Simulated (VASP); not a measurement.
Runs of VASP 6.6.1 on Ag. The structure is that of space group P6_3/mmc (No. 194), or close to it. The cells are those of the table. This isn't the form of Ag at room conditions, which is fcc.

```csv
task,cell,cutoff (eV),smearing,gap on the mesh (eV),pressure (GPa),relaxed volume (Å³/atom)
single point,"a = 2.934, b = 2.934, c = 4.799 Å, angles 90.0, 90.0, 120.0°, 2 atoms",520,gaussian 0.1 eV,none,0.0,-
single point,"a = 2.950, b = 2.950, c = 4.841 Å, angles 90.0, 90.0, 120.0°, 2 atoms",520,fermi-dirac 0.15 eV,none,(a),-
relaxation of cell and atoms,"relaxed from a = 2.930, b = 2.930, c = 4.790 Å, angles 90.0, 90.0, 120.0°, 2 atoms",600,gaussian 0.1 eV,none,0.0,17.85
relaxation of shape and atoms at fixed volume,"relaxed from a = 2.911, b = 2.911, c = 4.777 Å, angles 90.0, 90.0, 120.0°, 2 atoms",600,fermi-dirac 0.15 eV,none,1.8,-
relaxation of cell and atoms,"relaxed from a = 2.934, b = 2.934, c = 4.799 Å, angles 90.0, 90.0, 120.0°, 2 atoms",600,fermi-dirac 0.15 eV,none,0.0,17.86
single point,"a = 2.911, b = 2.911, c = 4.777 Å, angles 90.0, 90.0, 120.0°, 2 atoms",520,fermi-dirac 0.15 eV,none,1.9,-
single point,"a = 2.931, b = 2.931, c = 4.809 Å, angles 90.0, 90.0, 120.0°, 2 atoms",520,fermi-dirac 0.15 eV,none,0.0,-
```

Alike in all rows: level PBE; potentials or basis VASP PAW PBE potentials, release 64 (Ag); no spin polarisation; k mesh 18 × 18 × 10.

Problem. Fill in the values left out.

Solution. (a) -1.7.

A k mesh can miss the band edges, and the runs leave out spin-orbit coupling on Ag.

A gap of «none» marks levels without a gap at the run's occupations.
